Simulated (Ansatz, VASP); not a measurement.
Lu in VASP and in Ansatz

The input INCAR:

```
ALGO = Normal
EDIFF = 1E-7
ENCUT = 520
GGA = PE
ISIF = 2
ISMEAR = 0
LASPH = T
LCHARG = T
LELF = T
LREAL = F
LVHAR = T
LWAVE = F
NBANDS = 18
NELM = 80
PREC = Accurate
SIGMA = 0.05
```

KPOINTS

```
k-points
0
Gamma
  8 8 8
```

File POSCAR:

```
Lu
1.0
    0.0000000000      2.4494205110      2.4494205110
    2.4494205110      0.0000000000      2.4494205110
    2.4494205110      2.4494205110      0.0000000000
Lu
1
Direct
    0.0000000000      0.0000000000      0.0000000000
```

Input for Ansatz:

```yaml
crystal:
  lattice:
    - [0.0, 2.449420511, 2.449420511]
    - [2.449420511, 0.0, 2.449420511]
    - [2.449420511, 2.449420511, 0.0]
  atoms:
    - { symbol: Lu, position: [0.0, 0.0, 0.0] }
basis:
  ecutwfc: 420
  ecutrho_ratio: 4
kpoints:
  mp_grid: { grid: [8, 8, 8] }
hamiltonian:
  xc: pbe
scf:
  occupations: { method: gaussian, width: 0.05 }
output:
  forces: true
  stress: true
  eigenvalues: true
```

Alike in both runs: task single point; functional PBE; k mesh 8 × 8 × 8; occupations gaussian, width 0.05 eV; no spin polarisation.

```csv
,VASP,Ansatz
version,VASP 6.6.1,Ansatz 0.2.0
potentials or method,"VASP PAW PBE potentials, release 64 (Lu), cutoff 520 eV","scalar-relativistic, plane waves, PAW"
valence electrons in the cell,25,25
```

|  | VASP | Ansatz | Ansatz less VASP |
| --- | --- | --- | --- |
| pressure (GPa) | -1.0 | -1.1 | -0.12 |

Spin-orbit coupling is off throughout.
